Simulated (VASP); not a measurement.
**Cr: single point with LDA**

Cr:

```
Cr
1.0
     0.00000    2.43798    2.43798
     2.43798    0.00000    2.43798
     2.43798    2.43798    0.00000
Cr
2
Cartesian
  0.6095 0.6095 0.6095
  4.2665 4.2665 4.2665
```

This isn't the form of Cr at room conditions, which is bcc.

```
Program                : VASP 6.6.1
Task                   : single point
Functional             : LDA
Potentials or basis    : VASP PAW LDA potentials, release 64 (Cr_sv)
Cutoff                 : 700 eV
k mesh                 : 18 × 18 × 18
Occupations            : fermi-dirac, width 0.1 eV
Spin                   : no spin polarisation
Dipole correction      : no
Further INCAR settings : ALGO = Normal; EDIFF = 1e-06; NBANDS = 21
```

| Item | Value |
| --- | --- |
| Pressure | 5.3 GPa |
| Band gap on the k mesh | zero (bands 14 and 15 overlap by 0.63 eV) |

Levels at points of the mesh, in eV from the Fermi level:
```tsv
k point	band 12	band 13	band 14	band 15	band 16	band 17
(0.00, 0.00, 0.00)	-1.25	-1.25	-1.25	1.16	1.16	1.16
(0.50, 0.00, 0.00)	-1.90	-1.35	-1.35	0.15	2.04	2.04
(0.50, 0.50, 0.00)	-1.25	0.17	0.17	0.69	0.69	3.44
```

Run time: 2.1 min on 1 thread of Intel(R) Xeon(R) Platinum 8488C (Sapphire Rapids), with other jobs on the host, peak memory 0.25 GiB.

Caveat: the cell stands under pressure; the run has no spin polarisation, though such a crystal can be magnetic. Spin polarisation is off, so any magnetic state and its effect on volume and gap are missing.
